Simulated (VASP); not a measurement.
Runs of VASP 6.6.1 on Ba3O. The structure is that of space group Pm-3m (No. 221), or close to it. The cells are those of the table. 

```tsv
task	potentials or basis	cell	k mesh	cutoff (eV)	second run	gap on the mesh (eV)	pressure (GPa)	relaxed volume (Å³/atom)
relaxation of cell and atoms	VASP PAW PBE potentials, release 64 (Ba_sv, O)	relaxed from a = 4.902 Å, 4 atoms	10 × 10 × 10	600	-	-	0.0	35.14
single point	VASP PAW PBE potentials, release 64 (Ba_sv, O)	a = 4.902 Å, 4 atoms	4 × 4 × 4	520	-	none	4.0	-
single point	VASP PAW PBE potentials, release 64 (Ba_sv, O_h)	a = 4.902 Å, 4 atoms	4 × 4 × 4	910	hard_potentials	none	4.0	-
relaxation of cell and atoms	VASP PAW PBE potentials, release 64 (Ba_sv, O)	relaxed from a = 5.096 Å, 4 atoms	10 × 10 × 10	600	-	-	0.0	(a)
single point	VASP PAW PBE potentials, release 64 (Ba_sv, O)	a = 5.096 Å, 4 atoms	10 × 10 × 10	520	-	none	0.7	-
```

Alike in all rows: level PBE; no spin polarisation; smearing gaussian 0.1 eV.

**Question.** Estimate the missing entries.

**Answer.** (a) 35.20.

Caveats: spin-orbit coupling is left out, which moves the levels of the heavy elements; the bands computed are all filled at some k points, so no gap is given (some runs); the volume moved by over 15 % at a fixed basis, so the end points are rough (some runs); the cutoff is under 1.25 times the usual one of these potentials, so pressure, stress and relaxed cells hold a basis-set (Pulay) error (some runs).

A k mesh can miss the band edges, and the runs leave out spin-orbit coupling on Ba.

A gap of «none» marks levels without a gap at the run's occupations.
